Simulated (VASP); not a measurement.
As, 2 atoms in the cell. Symmetry: R-3m, No. 166, trigonal system. Conventional cell: a = 3.762 Å, b = 3.762 Å, c = 10.542 Å, α = 90.00°, β = 90.00°, γ = 120.00°. Within 3.3 Å of As (site symmetry 3m) lie 6 As at 2.51 to 3.14 Å. 

- Program: VASP 6.6.1
- Task: single point
- Functional: PBE
- Potentials or basis: VASP PAW PBE potentials, release 64 (As)
- Cutoff: 520 eV
- k mesh: 9 × 9 × 9
- Occupations: gaussian, width 0.03 eV
- Spin: no spin polarisation
- Dipole correction: no
- Further INCAR settings: ALGO = Normal; EDIFF = 1e-07; NBANDS = 12

Potentials or basis: VASP PAW PBE potentials, release 64 (As).

Run with:

```bash
$ cat potpaw_PBE.64/As/POTCAR > POTCAR
$ mpirun -np 1 vasp_std > vasp.out
```

Hardware: 1 thread of Intel(R) Xeon(R) Platinum 8259CL CPU @ 2.50GHz (Skylake/Cascade Lake) (shared host).

Question: How long does it take, and how much memory?

Answer: Wall time 33 s on 1 thread of Intel(R) Xeon(R) Platinum 8259CL CPU @ 2.50GHz (Skylake/Cascade Lake), on a shared host, peak memory 0.19 GiB. Counts: scf iterations 12, k points 85.
